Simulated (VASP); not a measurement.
C, 2 atoms in the cell. The structure is cubic, space group Fd-3m (No. 227). The conventional cell has a = 3.567 Å, b = 3.567 Å, c = 3.567 Å, α = 90.00°, β = 90.00°, γ = 90.00°. C (site symmetry -43m) has 4 C at 1.54 Å within 2.1 Å. 

| Property | Result |
| --- | --- |
| Program | VASP 6.6.1 |
| Task | G0W0 quasiparticle levels |
| Functional | PBE |
| Potentials or basis | VASP PAW PBE potentials, release 64 (C_GW) |
| Cutoff | 500 eV |
| k mesh | 2 × 2 × 2 |
| Occupations | gaussian, width 0.01 eV |
| Spin | no spin polarisation |
| Dipole correction | no |
| GW scheme | G0W0 |
| GW iterations | 1 |
| Cutoff of the response function | 200 |
| Frequency points | 48 |
| Empty bands | 218 |
| Further INCAR settings | ALGO = EVGW0; EDIFF = 1e-08; NBANDS = 222 |

Potentials or basis: VASP PAW PBE potentials, release 64 (C_GW).

The run is started by

```bash
$ cat potpaw_PBE.64/C_GW/POTCAR > POTCAR
$ cp INCAR.step1 INCAR
$ mpirun -np 1 vasp_std > vasp.out
$ cp INCAR.step2 INCAR
$ mpirun -np 1 vasp_std > vasp.out
$ cp INCAR.step3 INCAR
$ mpirun -np 1 vasp_std > vasp.out
```

Hardware: 1 thread of AMD EPYC 7R13 Processor (Zen 3) (shared host).

Estimate the wall time of this run.

It took 6.1 s on 1 thread of AMD EPYC 7R13 Processor (Zen 3), on a shared host, peak memory 0.09 GiB. Counts: k points 3.
